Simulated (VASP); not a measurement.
# Lu (P6_3/mmc) in VASP: single point with LDA

Aim: the single point of Lu with LDA.

Program: VASP 6.6.1. These are calculated values, not measurements. Logs are shortened: lines on timing, memory, paths and dates and some standing lists are left out, and cuts for length are marked.

### Step 1. The cell of the first run

Symmetry: P6_3/mmc, No. 194, hexagonal system. The conventional cell has a = 3.095 Å, b = 3.095 Å, c = 9.997 Å, α = 90.00°, β = 90.00°, γ = 120.00°. Within 4.0 Å of Lu (site symmetry -3m) lie 12 Lu at 3.07 to 3.09 Å. Within 4.0 Å of Lu (site symmetry -6m2) lie 12 Lu at 3.07 to 3.09 Å.

### Step 2. Single point, LDA

INCAR reads:

```
ALGO = Normal
EDIFF = 1E-6
ENCUT = 600
GGA = CA
GGA_COMPAT = F
ISIF = 2
ISMEAR = -1
LASPH = T
LCHARG = F
LREAL = F
LWAVE = F
NBANDS = 58
NELM = 120
PREC = Accurate
SIGMA = 0.05
```

KPOINTS reads:

```
k-points
0
Gamma
  12 12 3
```

POSCAR reads:

```
Lu
1.0
    3.0945255790      0.0000000000      0.0000000000
   -1.5472627895      2.6799377640      0.0000000000
    0.0000000000      0.0000000000      9.9967118518
Lu
4
Direct
    0.0000000000      0.0000000000      0.0000000000
    0.0000000000      0.0000000000      0.5000000000
    0.3333333333      0.6666666667      0.2500000000
    0.6666666667      0.3333333333      0.7500000000
```

Potentials or basis: VASP PAW PBE potentials, release 64 (Lu).

The run is started by

```
> cat potpaw_PBE.64/Lu/POTCAR > POTCAR
> mpirun -np 1 vasp_std > vasp.out
```

OUTCAR:

```text
EDIFF = 1E-6
   ENCUT = 600
   GGA = CA
   ISIF = 2
   ISMEAR = -1
   LASPH = T
   LREAL = F
   NELM = 120
   PREC = Accurate

 ion  position               nearest neighbor table
   1  0.000  0.000  0.000-   3 3.07   4 3.07   3 3.07   4 3.07   4 3.07   3 3.07
   2  0.000  0.000  0.500-   3 3.07   4 3.07   3 3.07   4 3.07   4 3.07   3 3.07
   3  0.333  0.667  0.250-   1 3.07   2 3.07   1 3.07   2 3.07   1 3.07   2 3.07
   4  0.667  0.333  0.750-   1 3.07   2 3.07   1 3.07   2 3.07   1 3.07   2 3.07

  LATTYP: Found a hexagonal cell.
 ALAT       =     3.0945255790
 C/A-ratio  =     3.2304505478

  Lattice vectors:

 A1 = (   3.0945255790,   0.0000000000,   0.0000000000)
 A2 = (  -1.5472627895,   2.6799377640,   0.0000000000)
 A3 = (   0.0000000000,   0.0000000000,   9.9967118518)

Analysis of symmetry for initial positions (statically):
=====================================================================
 Subroutine PRICEL returns:
 Original cell was already a primitive cell.

 Routine SETGRP: Setting up the symmetry group for a
 hexagonal supercell.

 Subroutine GETGRP returns: Found 24 space group operations
 (whereof 12 operations were pure point group operations)
 out of a pool of 24 trial point group operations.

The static configuration has the point symmetry D_3d.
 The point group associated with its full space group is D_6h.

Analysis of symmetry for dynamics (positions and initial velocities):
=====================================================================
 Subroutine PRICEL returns:
 Original cell was already a primitive cell.

 Routine SETGRP: Setting up the symmetry group for a
 hexagonal supercell.

 Subroutine GETGRP returns: Found 24 space group operations
 (whereof 12 operations were pure point group operations)
 out of a pool of 24 trial point group operations.

The dynamic configuration has the point symmetry D_3d.
 The point group associated with its full space group is D_6h.

 Subroutine INISYM returns: Found 24 space group operations
 (whereof 12 operations are pure point group operations),
 and found     1 'primitive' translations

----------------------------------------------------------------------------------------

                                     Primitive cell

  volume of cell :      82.9041

  direct lattice vectors                    reciprocal lattice vectors
     3.094525579  0.000000000  0.000000000     0.323151312  0.186571497  0.000000000
    -1.547262789  2.679937764  0.000000000     0.000000000  0.373142994  0.000000000
     0.000000000  0.000000000  9.996711852     0.000000000  0.000000000  0.100032892

  length of vectors
     3.094525579  3.094525579  9.996711852     0.373142994  0.373142994  0.100032892

  position of ions in fractional coordinates (direct lattice)
     0.000000000  0.000000000  0.000000000
     0.000000000  0.000000000  0.500000000
     0.333333333  0.666666667  0.250000000
     0.666666667  0.333333333  0.750000000

  ion indices of the primitive-cell ions
   primitive index   ion index
                 1           1
                 2           2
                 3           3
                 4           4

----------------------------------------------------------------------------------------

 KPOINTS: k-points

Automatic generation of k-mesh.
 Grid dimensions read from file:
 generate k-points for:   12   12    3

 Generating k-lattice:

  Cartesian coordinates                     Fractional coordinates (reciprocal lattice)
     0.026929276  0.015547625  0.000000000     0.083333333  0.000000000  0.000000000
     0.000000000  0.031095249  0.000000000     0.000000000  0.083333333  0.000000000
     0.000000000  0.000000000  0.033344297     0.000000000  0.000000000  0.333333333

  Length of vectors
     0.031095249  0.031095249  0.033344297

  Shift w.r.t. Gamma in fractional coordinates (k-lattice)
     0.000000000  0.000000000  0.000000000

 Subroutine IBZKPT returns following result:
 ===========================================

 Found     38 irreducible k-points:

 Following reciprocal coordinates:
            Coordinates               Weight
  0.000000  0.000000  0.000000      1.000000
  0.083333 -0.000000  0.000000      6.000000
  0.166667 -0.000000  0.000000      6.000000
  0.250000 -0.000000  0.000000      6.000000
  0.333333  0.000000  0.000000      6.000000
  0.416667 -0.000000  0.000000      6.000000
[... 16 lines left out ...]
  0.250000 -0.000000  0.333333     12.000000
  0.333333  0.000000  0.333333     12.000000
 [... further k-points ...]
   k-points           NKPTS =     38   k-points in BZ     NKDIM =     38   number of bands    NBANDS=     58
   number of dos      NEDOS =    301   number of ions     NIONS =      4
   total plane-waves  NPLWV =  62720
   dimension x,y,z NGX =    28 NGY =   28 NGZ =   80
   dimension x,y,z NGXF=    56 NGYF=   56 NGZF=  160
   ions per type =               4
   NGX,Y,Z   is equivalent  to a cutoff of  15.04, 15.04, 13.30 a.u.
   NGXF,Y,Z  is equivalent  to a cutoff of  30.08, 30.08, 26.61 a.u.
 SYSTEM =  unknown system
   PREC   = accura    normal or accurate (medium, high low for compatibility)
   ISTART =      0    job   : 0-new  1-cont  2-samecut
   ICHARG =      2    charge: 1-file 2-atom 10-const
   ISPIN  =      1    spin polarized calculation?
   LNONCOLLINEAR =      F non collinear calculations
   LSORBIT =      F    spin-orbit coupling
   LASPH  =      T    aspherical Exc in radial PAW
   ENCUT  =  600.0 eV  44.10 Ry    6.64 a.u.   6.18  6.18 19.97*2*pi/ulx,y,z
   NELM   =    120;   NELMIN=  2; NELMDL= -5     # of ELM steps
   EDIFF  = 0.1E-05   stopping-criterion for ELM
   LREAL  =      F    real-space projection
   EDIFFG = 0.1E-04   stopping-criterion for IOM
   NSW    =      0    number of steps for IOM
   IBRION =     -1    ionic relax: 0-MD 1-quasi-New 2-CG
   NFREE  =      0    steps in history (QN), initial steepest desc. (CG)
   ISIF   =      2    stress and relaxation
   ISYM   =      2    0-nonsym 1-usesym 2-fastsym
   POTIM  = 0.5000    time-step for ionic-motion
   TEBEG  =    0.0;   TEEND  =   0.0 temperature during run
   PSTRESS=    0.0 pullay stress
   NELECT =     100.0000    total number of electrons
   NUPDOWN=      -1.0000    fix difference up-down
   EMIN   =  10.00;   EMAX   =-10.00  energy-range for DOS
   EFERMI =   0.00;   METHOD = LEGACY
   ISMEAR =    -1;   SIGMA  =   0.05  broadening in eV -4-tet -1-fermi 0-gaus
   EFERMI_NEDOS =   21; number of points for ismear=-14 and -15
   IALGO  =     38    algorithm
   IMIX   =      4    mixing-type and parameters
     AMIX     =   0.40;   BMIX     =  1.00
     AMIX_MAG =   1.60;   BMIX_MAG =  1.00
  volume/ion in A,a.u.               =      20.73       139.87
  Fermi-wavevector in a.u.,A,eV,Ry     =   1.742674  3.293177 41.319710  3.036913
  Thomas-Fermi vector in A             =   2.814894
   LORBIT       =      0    0 simple, 1 ext, 2 COOP (PROOUT), +10 PAW based schemes
   GGA     = CA    functional components
   LHFCALC =     F    Hartree Fock is set to
   AEXX    =    0.0000 exact exchange contribution
   IVDW    =     0    specifies the selected vdW correction
   LEPSILON=     F    determine dielectric tensor
   LRPA    =     F    only Hartree local field effects (RPA)
 non-spin polarized calculation
  energy-cutoff  :      600.00
  volume of cell :       82.90
 maximum number of plane-waves:      2796
 NGX is ok and might be reduce to    28
   NGX = 13   NGY = 13   NGZ = 39

 number of electron     100.0000000 magnetization

 number of electron      99.9999994 magnetization

 Free energy of the ion-electron system (eV)
  ---------------------------------------------------
  ext. energy  EPLUGINS =         0.00000000
  ---------------------------------------------------
  free energy    TOTEN  =       -19.88577348 eV

  energy without entropy =      -19.85922101  energy(sigma->0) =      -19.87249725

 E-fermi :   3.3741     XC(G=0): -12.8035

 val. band max:        3.3615026856   @ k =   0.2500  -0.0000   0.0000
 cond. band min:       3.3897793813   @ k =   0.2500   0.1667   0.3333
 fundamental gap:      0.0282766957
 Fermi energy:         3.3741395226

 k-point     1 :       0.0000    0.0000    0.0000
  band No.  band energies     occupation
      1     -52.0079      2.00000
      2     -51.9411      2.00000
      3     -51.9293      2.00000
      4     -51.8616      2.00000
      5     -23.7133      2.00000
      6     -23.0013      2.00000
[... 50 lines left out ...]
     57       6.2397      0.00000
     58       6.2783      0.00000

 k-point     2 :       0.0833   -0.0000    0.0000
  band No.  band energies     occupation
      1     -51.9998      2.00000
      2     -51.9352      2.00000
      3     -51.9234      2.00000
      4     -51.8579      2.00000
      5     -23.6810      2.00000
      6     -23.0120      2.00000
[... 50 lines left out ...]
     57       6.3907      0.00000
     58       6.4871      0.00000

 k-point     3 :       0.1667   -0.0000    0.0000
  band No.  band energies     occupation
      1     -51.9773      2.00000
      2     -51.9190      2.00000
      3     -51.9072      2.00000
      4     -51.8481      2.00000
      5     -23.5888      2.00000
      6     -23.0652      2.00000
[... 1216 lines left out ...]
      3     -51.8630      2.00000
      4     -51.8433      2.00000
      5     -23.4262      2.00000
      6     -23.3359      2.00000
[... 50 lines left out ...]
     57       6.3763      0.00000
     58       6.7421      0.00000

 k-point    24 :       0.3333    0.0000    0.3333
  band No.  band energies     occupation
      1     -51.9054      2.00000
      2     -51.8904      2.00000
      3     -51.8468      2.00000
      4     -51.8316      2.00000
      5     -23.4543      2.00000
      6     -23.3716      2.00000
[... 50 lines left out ...]
     57       6.0474      0.00000
     58       6.6651      0.00000

 [... further k-points ...]

------------------------ aborting loop because EDIFF is reached ----------------------------------------

  FORCE on cell =-STRESS in cart. coord.  units (eV):
  Direction    XX          YY          ZZ          XY          YZ          ZX
  --------------------------------------------------------------------------------------
  -------------------------------------------------------------------------------------
  Total        8.3825598      8.3825598      8.3863688     -0.0000000     -0.0000000     -0.0000000
  in kB      161.9986072    161.9986072    162.0722204     -0.0000000     -0.0000000     -0.0000000
  external PRESSURE =     162.0231449 kB  Pullay stress =       0.0000000 kB

 VOLUME and BASIS-vectors are now :
 -----------------------------------------------------------------------------
  energy-cutoff  :      600.00
  volume of cell :       82.90
      direct lattice vectors                 reciprocal lattice vectors
     3.094525579  0.000000000  0.000000000     0.323151312  0.186571497  0.000000000
    -1.547262789  2.679937764  0.000000000     0.000000000  0.373142994  0.000000000
     0.000000000  0.000000000  9.996711852     0.000000000  0.000000000  0.100032892

 POSITION                                       TOTAL-FORCE (eV/Angst)
 -----------------------------------------------------------------------------------
      0.00000      0.00000      0.00000         0.000000      0.000000      0.000000
      0.00000      0.00000      4.99836         0.000000      0.000000      0.000000
     -0.00000      1.78663      2.49918        -0.000000      0.000000      0.000000
      1.54726      0.89331      7.49753         0.000000     -0.000000      0.000000
 -----------------------------------------------------------------------------------
    total drift:                                0.000000     -0.000000      0.000000

  FREE ENERGIE OF THE ION-ELECTRON SYSTEM (eV)
  ---------------------------------------------------
  free  energy   TOTEN  =       -19.8857734828 eV

  energy  without entropy=      -19.8592210123  energy(sigma->0) =      -19.87249725
```

It took 8.6 min on 1 thread of Intel Xeon 8259CL, shared host; peak memory 0.31 GiB.

What came out:

| Property | Result |
| --- | --- |
| Free energy | -19.8858 eV |
| Pressure | 16.2 GPa |
| Band gap on the k mesh | zero (bands 50 and 51 overlap by 2.13 eV) |

Levels at points of the mesh, in eV from the Fermi level:
```tsv
k point	band 47	band 48	band 49	band 50	band 51	band 52	band 53	band 54
(0.00, 0.00, 0.00)	-4.44	-3.18	1.11	1.16	2.05	2.12	2.12	2.24
(0.50, 0.00, 0.00)	-2.32	-1.86	-0.89	-0.79	-0.43	0.92	1.08	2.05
```

Caveat: the cell stands under pressure; the PAW data sets were made with another functional, which shifts forces and pressure a little; spin-orbit coupling is left out, which moves the levels of the heavy elements.
